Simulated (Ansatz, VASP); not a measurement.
**Two plane-wave programs on BN**

The input INCAR:

```
PREC = Accurate ; ENCUT = 520
EDIFF = 1E-7 ; ISMEAR = 0
SIGMA = 0.01 ; LREAL = False
LASPH = True ; NELM = 100
ALGO = Normal ; ISIF = 2
LWAVE = False ; LCHARG = True
GGA = PE ; LELF = True
LVHAR = True ; NBANDS = 16
```

The input KPOINTS:

```
regular mesh
0
Gamma
  8 8 3
```

POSCAR

```
BN
1.0
    2.4982400000      0.0000000000      0.0000000000
   -1.2491200000      2.1635393000      0.0000000000
    0.0000000000      0.0000000000      6.6357000000
B N
2 2
Direct
    0.3333333333      0.6666666667      0.2500000000
    0.6666666667      0.3333333333      0.7500000000
    0.3133192434      0.6666666667      0.7500000000
    0.6666666667      0.3333333333      0.2500000000
```

Input for Ansatz:

```yaml
crystal:
  lattice:
    - [2.49824, 0.0, 0.0]
    - [-1.24912, 2.1635393, 0.0]
    - [0.0, 0.0, 6.6357]
  atoms:
    - { symbol: B, position: [0.3333333333333333, 0.6666666666666666, 0.25] }
    - { symbol: B, position: [0.6666666666666666, 0.3333333333333333, 0.75] }
    - { symbol: "N", position: [0.3133192434140301, 0.6666666666666666, 0.75] }
    - { symbol: "N", position: [0.6666666666666666, 0.3333333333333333, 0.25] }
basis:
  ecutwfc: 571.4391111657479
kpoints:
  mp_grid:
    grid: [8, 8, 3]
    shift: [0.0, 0.0, 0.0]
hamiltonian:
  xc: pbe
  pseudopotentials:
    kind: paw
scf:
  occupations:
    method: fixed
output:
  forces: true
```

Alike in both runs: task single point; functional PBE; k mesh 8 × 8 × 3; no spin polarisation.

|  | VASP | Ansatz |
| --- | --- | --- |
| version | VASP 6.6.1 | Ansatz 0.2.0 |
| potentials or method | VASP PAW PBE potentials, release 64 (B, N), cutoff 520 eV | plane waves, PAW |
| occupations | gaussian, width 0.01 eV | fixed |
| valence electrons in the cell | 16 | 16 |

```tsv
	VASP	Ansatz	Ansatz less VASP
rms of the force components (eV/Å)	0.865	0.867	+0.0023
```

Atom by atom the forces differ by 0.002 eV/Å (rms over components).
